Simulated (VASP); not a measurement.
# ZnO (Pm-3m) in VASP: notebook

The runs below take ZnO through relaxation of cell and atoms, with HSE06, PBE-based screened hybrid with 25 % exact exchange.

Program: VASP 6.6.1. These are calculated values, not measurements. Logs are shortened: lines on timing, memory, paths and dates and some standing lists are left out, and cuts for length are marked.

**1. The cell of the first run**

Symmetry: Pm-3m, No. 221, cubic system. Conventional cell: a = 2.688 Å, b = 2.688 Å, c = 2.688 Å, α = 90.00°, β = 90.00°, γ = 90.00°. Within 3.1 Å of Zn (site symmetry m-3m) lie 8 O at 2.33 Å and 6 Zn at 2.69 Å. O (site symmetry m-3m) has 8 Zn at 2.33 Å and 6 O at 2.69 Å within 3.1 Å.

**2. Relaxation of cell and atoms, HSE06**

The input, POSCAR:

```
ZnO
1.0
    2.6882100000      0.0000000000      0.0000000000
    0.0000000000      2.6882100000      0.0000000000
    0.0000000000      0.0000000000      2.6882100000
Zn O
1 1
Direct
    0.0000000000      0.0000000000      0.0000000000
    0.5000000000      0.5000000000      0.5000000000
```

The input, INCAR.step1:

```
SYSTEM = ZnO
ALGO = Normal
EDIFF = 1E-5
ENCUT = 600
GGA = PE
ISMEAR = -1
LASPH = .TRUE.
LCHARG = .FALSE.
LREAL = .FALSE.
LWAVE = .TRUE.
NBANDS = 16
NELM = 100
PREC = Accurate
SIGMA = 0.05
```

The input, INCAR.step2:

```
SYSTEM = ZnO
ALGO = Normal
EDIFF = 1E-6
EDIFFG = -0.01
ENCUT = 600
GGA = PE
HFSCREEN = 0.2079
IBRION = 2
ISIF = 3
ISMEAR = -1
ISTART = 1
LASPH = .TRUE.
LCHARG = .FALSE.
LHFCALC = .TRUE.
LREAL = .FALSE.
LWAVE = .FALSE.
NELM = 100
NSW = 60
PREC = Accurate
PRECFOCK = Normal
SIGMA = 0.05
```

The input, KPOINTS:

```
k-points
0
G
  5 5 5
  0 0 0
```

Potentials or basis: VASP PAW PBE potentials, release 64 (Zn, O).

On the command line:

```console
> cat potpaw_PBE.64/Zn/POTCAR potpaw_PBE.64/O/POTCAR > POTCAR
> cp INCAR.step1 INCAR
> mpirun -np 1 vasp_std > vasp.out
> cp INCAR.step2 INCAR
> mpirun -np 1 vasp_std > vasp.out
```

OUTCAR:

```text
SYSTEM = ZnO
   EDIFF = 1E-6
   EDIFFG = -0.01
   ENCUT = 600
   GGA = PE
   HFSCREEN = 0.2079
   IBRION = 2
   ISIF = 3
   ISMEAR = -1
   ISTART = 1
   LASPH = .TRUE.
   LHFCALC = .TRUE.
   LREAL = .FALSE.
   NELM = 100
   NSW = 60
   PREC = Accurate
   PRECFOCK = Normal

 ion  position               nearest neighbor table
   1  0.000  0.000  0.000-   2 2.33   2 2.33   2 2.33   2 2.33   2 2.33   2 2.33   2 2.33   2 2.33

   2  0.500  0.500  0.500-   1 2.33   1 2.33   1 2.33   1 2.33   1 2.33   1 2.33   1 2.33   1 2.33

  LATTYP: Found a simple cubic cell.
 ALAT       =     2.6882100000

  Lattice vectors:

 A1 = (   2.6882100000,   0.0000000000,   0.0000000000)
 A2 = (   0.0000000000,   2.6882100000,   0.0000000000)
 A3 = (   0.0000000000,   0.0000000000,   2.6882100000)

Analysis of symmetry for initial positions (statically):
=====================================================================
 Subroutine PRICEL returns:
 Original cell was already a primitive cell.

 Routine SETGRP: Setting up the symmetry group for a
 simple cubic supercell.

 Subroutine GETGRP returns: Found 48 space group operations
 (whereof 48 operations were pure point group operations)
 out of a pool of 48 trial point group operations.

The static configuration has the point symmetry O_h .

Analysis of symmetry for dynamics (positions and initial velocities):
=====================================================================
 Subroutine PRICEL returns:
 Original cell was already a primitive cell.

 Routine SETGRP: Setting up the symmetry group for a
 simple cubic supercell.

 Subroutine GETGRP returns: Found 48 space group operations
 (whereof 48 operations were pure point group operations)
 out of a pool of 48 trial point group operations.

The dynamic configuration has the point symmetry O_h .

 Subroutine INISYM returns: Found 48 space group operations
 (whereof 48 operations are pure point group operations),
 and found     1 'primitive' translations

----------------------------------------------------------------------------------------

                                     Primitive cell

  volume of cell :      19.4263

  direct lattice vectors                    reciprocal lattice vectors
     2.688210000  0.000000000  0.000000000     0.371994747  0.000000000  0.000000000
     0.000000000  2.688210000  0.000000000     0.000000000  0.371994747  0.000000000
     0.000000000  0.000000000  2.688210000     0.000000000  0.000000000  0.371994747

  length of vectors
     2.688210000  2.688210000  2.688210000     0.371994747  0.371994747  0.371994747

  position of ions in fractional coordinates (direct lattice)
     0.000000000  0.000000000  0.000000000
     0.500000000  0.500000000  0.500000000

  ion indices of the primitive-cell ions
   primitive index   ion index
                 1           1
                 2           2

----------------------------------------------------------------------------------------

 KPOINTS: k-points

Automatic generation of k-mesh.
 Grid dimensions read from file:
 generate k-points for:    5    5    5

 Generating k-lattice:

  Cartesian coordinates                     Fractional coordinates (reciprocal lattice)
     0.074398949  0.000000000  0.000000000     0.200000000  0.000000000  0.000000000
     0.000000000  0.074398949  0.000000000     0.000000000  0.200000000  0.000000000
     0.000000000  0.000000000  0.074398949     0.000000000  0.000000000  0.200000000

  Length of vectors
     0.074398949  0.074398949  0.074398949

  Shift w.r.t. Gamma in fractional coordinates (k-lattice)
     0.000000000  0.000000000  0.000000000

 Subroutine IBZKPT returns following result:
 ===========================================

 Found     10 irreducible k-points:

 Following reciprocal coordinates:
            Coordinates               Weight
  0.000000  0.000000  0.000000      1.000000
  0.200000  0.000000  0.000000      6.000000
  0.400000  0.000000  0.000000      6.000000
  0.200000  0.200000  0.000000     12.000000
  0.400000  0.200000  0.000000     24.000000
  0.400000  0.400000  0.000000     12.000000
  0.200000  0.200000  0.200000      8.000000
  0.400000  0.200000  0.200000     24.000000
  0.400000  0.400000  0.200000     24.000000
  0.400000  0.400000  0.400000      8.000000
   k-points           NKPTS =     10   k-points in BZ     NKDIM =    125   number of bands    NBANDS=     13
   number of dos      NEDOS =    301   number of ions     NIONS =      2
   total plane-waves  NPLWV =  13824
   dimension x,y,z NGX =    24 NGY =   24 NGZ =   24
   dimension x,y,z NGXF=    48 NGYF=   48 NGZF=   48
   ions per type =               1   1
   NGX,Y,Z   is equivalent  to a cutoff of  14.84, 14.84, 14.84 a.u.
   NGXF,Y,Z  is equivalent  to a cutoff of  29.68, 29.68, 29.68 a.u.
 SYSTEM =  ZnO
   PREC   = accura    normal or accurate (medium, high low for compatibility)
   ISTART =      1    job   : 0-new  1-cont  2-samecut
   ICHARG =      0    charge: 1-file 2-atom 10-const
   ISPIN  =      1    spin polarized calculation?
   LNONCOLLINEAR =      F non collinear calculations
   LSORBIT =      F    spin-orbit coupling
   LASPH  =      T    aspherical Exc in radial PAW
   ENCUT  =  600.0 eV  44.10 Ry    6.64 a.u.   5.37  5.37  5.37*2*pi/ulx,y,z
   NELM   =    100;   NELMIN=  2; NELMDL=  0     # of ELM steps
   EDIFF  = 0.1E-05   stopping-criterion for ELM
   LREAL  =      F    real-space projection
   EDIFFG = -.1E-01   stopping-criterion for IOM
   NSW    =     60    number of steps for IOM
   IBRION =      2    ionic relax: 0-MD 1-quasi-New 2-CG
   NFREE  =      1    steps in history (QN), initial steepest desc. (CG)
   ISIF   =      3    stress and relaxation
   ISYM   =      3    0-nonsym 1-usesym 2-fastsym
   POTIM  = 0.5000    time-step for ionic-motion
   TEBEG  =    0.0;   TEEND  =   0.0 temperature during run
   PSTRESS=    0.0 pullay stress
   NELECT =      18.0000    total number of electrons
   NUPDOWN=      -1.0000    fix difference up-down
   EMIN   =  10.00;   EMAX   =-10.00  energy-range for DOS
   EFERMI =   0.00;   METHOD = LEGACY
   ISMEAR =    -1;   SIGMA  =   0.05  broadening in eV -4-tet -1-fermi 0-gaus
   EFERMI_NEDOS =   21; number of points for ismear=-14 and -15
   IALGO  =     38    algorithm
   IMIX   =      1    mixing-type and parameters
     AMIX     =   0.40;   BMIX     =  1.00
     AMIX_MAG =   1.60;   BMIX_MAG =  1.00
  volume/ion in A,a.u.               =       9.71        65.55
  Fermi-wavevector in a.u.,A,eV,Ry     =   1.596011  3.016023 34.657444  2.547250
  Thomas-Fermi vector in A             =   2.693840
   LORBIT       =      0    0 simple, 1 ext, 2 COOP (PROOUT), +10 PAW based schemes
   GGA     = PE    functional components
   LHFCALC =     T    Hartree Fock is set to
   PRECFOCK=normal    Normal, Fast or Accurate (Low or Medium for compatibility)
   ENCUT4O =  -1.0   cutoff for four orbital integrals eV
   NKREDX  =     1    reduce k-point grid by
   NKREDY  =     1    reduce k-point grid by
   NKREDZ  =     1    reduce k-point grid by
   AEXX    =    0.2500 exact exchange contribution
   HFSCREEN=    0.2079 screening length (either q_TF or 0.3 A-1)
   HFSCREENC=   0.2079 screening length for correlation (either q_TF or 0.3 A-1)
   ENCUTFOCK=  -1.0 apply spherical cutoff to Coloumb kernel
   IVDW    =     0    specifies the selected vdW correction
   LEPSILON=     F    determine dielectric tensor
   LRPA    =     F    only Hartree local field effects (RPA)
 conjugate gradient relaxation of ions
 non-spin polarized calculation
  energy-cutoff  :      600.00
  volume of cell :       19.43
 maximum number of plane-waves:       657
 NGX is ok and might be reduce to    24
  NGX = 18; NGY = 18; NGZ = 18

--------------------------------------- Ionic step        1  -------------------------------------------

 number of electron      18.0000000 magnetization

 Free energy of the ion-electron system (eV)
  ---------------------------------------------------
  ext. energy  EPLUGINS =         0.00000000
  ---------------------------------------------------
  free energy    TOTEN  =        -9.76834921 eV

  energy without entropy =       -9.76817612  energy(sigma->0) =       -9.76826267

 E-fermi :   2.4230     XC(G=0): -10.1715

 val. band max:        2.0343582016   @ k =   0.4000   0.4000   0.0000
 cond. band min:       2.6315158220   @ k =   0.0000   0.0000   0.0000
 fundamental gap:      0.5971576204
 Fermi energy:         2.4230325637

 k-point     1 :       0.0000    0.0000    0.0000
  band No.  band energies     occupation
      1     -17.9966      2.00000
      2      -5.7638      2.00000
      3      -5.7638      2.00000
      4      -4.7585      2.00000
      5      -4.7585      2.00000
      6      -4.7585      2.00000
      7       0.9204      2.00000
      8       0.9204      2.00000
      9       0.9204      2.00000
     10       2.6315      0.03044
     11      17.8857      0.00000
     12      17.8857      0.00000
     13      21.8691      0.00000

 k-point     2 :       0.2000    0.0000    0.0000
  band No.  band energies     occupation
      1     -17.6065      2.00000
      2      -5.7208      2.00000
      3      -5.7173      2.00000
      4      -4.9625      2.00000
      5      -4.9625      2.00000
      6      -4.7471      2.00000
      7      -1.8387      2.00000
      8       1.3336      2.00000
      9       1.3336      2.00000
     10       5.1687      0.00000
     11      15.5126      0.00000
     12      18.5110      0.00000
     13      21.2344      0.00000
[... 175 lines left out ...]
 VOLUME and BASIS-vectors are now :
 -----------------------------------------------------------------------------
  energy-cutoff  :      600.00
  volume of cell :       18.20
      direct lattice vectors                 reciprocal lattice vectors
     2.630584178 -0.000000000  0.000000000     0.380143699 -0.000000000 -0.000000000
     0.000000000  2.630584178 -0.000000000     0.000000000  0.380143699 -0.000000000
     0.000000000  0.000000000  2.630584178    -0.000000000  0.000000000  0.380143699

 POSITION                                       TOTAL-FORCE (eV/Angst)
 -----------------------------------------------------------------------------------
      0.00000      0.00000      0.00000         0.000000      0.000000      0.000000
      1.31529      1.31529      1.31529        -0.000000     -0.000000      0.000000
 -----------------------------------------------------------------------------------
    total drift:                                0.000002      0.000004     -0.000023

  FREE ENERGIE OF THE ION-ELECTRON SYSTEM (eV)
  ---------------------------------------------------
  free  energy   TOTEN  =        -9.7817931747 eV

  energy  without entropy=       -9.7817905820  energy(sigma->0) =       -9.78179188

--------------------------------------- Ionic step        3  -------------------------------------------

 number of electron      18.0000018 magnetization

 Free energy of the ion-electron system (eV)
  ---------------------------------------------------
  ext. energy  EPLUGINS =         0.00000000
  ---------------------------------------------------
  free energy    TOTEN  =        -9.78740280 eV

  energy without entropy =       -9.78739075  energy(sigma->0) =       -9.78739677

 E-fermi :   2.9325     XC(G=0): -10.3591

 val. band max:        2.3807851718   @ k =   0.4000   0.4000   0.0000
 cond. band min:       3.2927323135   @ k =   0.0000   0.0000   0.0000
 fundamental gap:      0.9119471417
 Fermi energy:         2.9325064741

 k-point     1 :       0.0000    0.0000    0.0000
  band No.  band energies     occupation
      1     -17.9700      2.00000
      2      -5.4516      2.00000
      3      -5.4516      2.00000
      4      -4.3523      2.00000
      5      -4.3523      2.00000
      6      -4.3523      2.00000
      7       1.1966      2.00000
      8       1.1966      2.00000
      9       1.1966      2.00000
     10       3.2927      0.00149
     11      18.5141      0.00000
     12      18.5141      0.00000
     13      22.8856      0.00000

 k-point     2 :       0.2000    0.0000    0.0000
  band No.  band energies     occupation
      1     -17.5486      2.00000
      2      -5.4226      2.00000
      3      -5.4034      2.00000
      4      -4.5831      2.00000
      5      -4.5831      2.00000
      6      -4.3397      2.00000
      7      -1.5627      2.00000
      8       1.6475      2.00000
      9       1.6475      2.00000
     10       5.8069      0.00000
     11      16.2731      0.00000
     12      19.1381      0.00000
     13      22.1808      0.00000
[... 139 lines left out ...]
 VOLUME and BASIS-vectors are now :
 -----------------------------------------------------------------------------
  energy-cutoff  :      600.00
  volume of cell :       18.62
      direct lattice vectors                 reciprocal lattice vectors
     2.650489434 -0.000000000  0.000000000     0.377288808 -0.000000000 -0.000000000
     0.000000000  2.650489434 -0.000000000     0.000000000  0.377288808 -0.000000000
     0.000000000  0.000000000  2.650489434    -0.000000000  0.000000000  0.377288808

 POSITION                                       TOTAL-FORCE (eV/Angst)
 -----------------------------------------------------------------------------------
      0.00000      0.00000      0.00000         0.000000      0.000000      0.000000
      1.32524      1.32524      1.32524        -0.000000     -0.000000      0.000000
 -----------------------------------------------------------------------------------
    total drift:                               -0.000000      0.000000     -0.000000

  FREE ENERGIE OF THE ION-ELECTRON SYSTEM (eV)
  ---------------------------------------------------
  free  energy   TOTEN  =        -9.7874027986 eV

  energy  without entropy=       -9.7873907490  energy(sigma->0) =       -9.78739677

 reached required accuracy - stopping structural energy minimisation
```

Wall time 21 min (1 thread of AMD EPYC 7R13 (Zen 3), shared host); peak memory 0.22 GiB.

What came out:

- Free energy: -9.7874 eV
- Relaxed volume: 9.31 Å³/atom
- Relaxed cell: a = 2.650 Å, b = 2.650 Å, c = 2.650 Å, α = 90.00°, β = 90.00°, γ = 90.00°
- Space group after relaxing (to 0.1 Å): Pm-3m (No. 221)
- Energy gained by relaxing: 9.5 meV/atom
- Ionic steps: 3
- Pressure after relaxing: -0.1 GPa
- Band gap on the k mesh: 0.91 eV (least direct gap 2.10 eV)

The path:
| step | energy change (eV) | largest force (eV/Å) | pressure (GPa) | volume (Å³) |
| --- | --- | --- | --- | --- |
| 1 | 0.0000 | 0.0000 | -7.33 | 19.43 |
| 2 | -0.0134 | 0.0000 | 4.54 | 18.20 |
| 3 | -0.0191 | 0.0000 | -0.12 | 18.62 |

Final structure:
```
Zn O
1.0
     2.65049    0.00000    0.00000
     0.00000    2.65049    0.00000
     0.00000    0.00000    2.65049
Zn O
1 1
Direct
  0.00000 0.00000 0.00000
  0.50000 0.50000 0.50000
```

Caveat: the k points lie up to 0.47 Å⁻¹ apart in the final cell; the PAW data sets were made with another functional, which shifts forces and pressure a little; an odd mesh through Γ misses points on the zone boundary, where band edges can lie.

(Continued in part 2 of 2.)
